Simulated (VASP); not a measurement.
Here is a VASP 6.6.1 calculation.

File INCAR:

```
SYSTEM = Zr
  PREC = Accurate
  ENCUT = 520
  EDIFF = 1E-7
  ISMEAR = -1
  SIGMA = 0.05
  LREAL = .False.
  LASPH = .True.
  NELM = 60
  ALGO = Normal
  ISIF = 2
  LWAVE = .False.
  LCHARG = .True.
  GGA = PE
  LELF = .True.
  LVHAR = .True.
  NBANDS = 19
```

Contents of KPOINTS:

```
regular mesh
0
Gamma
  9 9 9
  0 0 0
```

Contents of POSCAR:

```
Zr
1.0
    0.0000000000      3.0812078526      3.0812078526
    3.0812078526      0.0000000000      3.0812078526
    3.0812078526      3.0812078526      0.0000000000
Zr
2
Direct
   -0.2375000000     -0.0875000000     -0.0875000000
    0.2375000000      0.0875000000      0.0875000000
```

Potentials or basis: VASP PAW PBE potentials, release 64 (Zr_sv).

Command:

```console
$ cat potpaw_PBE.64/Zr_sv/POTCAR > POTCAR
$ mpirun -np 1 vasp_std > vasp.out
```

Question: Estimate the band gap on the k mesh.

Answer: Zero (band 12 reaches 6.38 eV, above the bottom of band 13 at 5.30 eV).

Question: What does it give for the pressure?

Answer: 33.0 GPa.

Forces in eV/Å, atoms in the order of the input:
```
Zr  -11.863  11.863  11.863
Zr   11.863 -11.863 -11.863
```

Caveat: the cell differs from its parent crystal (shortest bond scaled by 0.7); forces of over 1 eV/Å act on the atoms, so gaps and moduli don't describe the material at rest.
